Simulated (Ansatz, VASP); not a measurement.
**Al: VASP beside Ansatz**

```
CELL_PARAMETERS angstrom
-0.04048 2.00374 2.00374
2.00374 -0.04048 2.00374
2.00374 2.00374 -0.04048
ATOMIC_POSITIONS crystal
Al 0.00000 0.00000 0.00000
```

Change from the starting cell: equal xy, yz and zx shear strains of -2 %.

Alike in both runs: task single point; functional LDA; k mesh 17 × 17 × 17; occupations fermi-dirac, width 0.03 eV; no spin polarisation.

```csv
,VASP,Ansatz
version,VASP 6.6.1,Ansatz 0.2.0
potentials or method,"VASP PAW LDA potentials, release 64 (Al), cutoff 520 eV","all-electron LAPW, scalar-relativistic"
```

|  | VASP | Ansatz | Ansatz less VASP |
| --- | --- | --- | --- |
| pressure (GPa) | -3.5 | -3.6 | -0.04 |
| traceless stress, the component that is largest in VASP (GPa) | 0.72 | 0.72 | -0.004 |

LDA's correlation is that of Perdew and Zunger in VASP and of Perdew and Wang (1992) in Ansatz. Ansatz ran all-electron here, and VASP with PAW potentials.
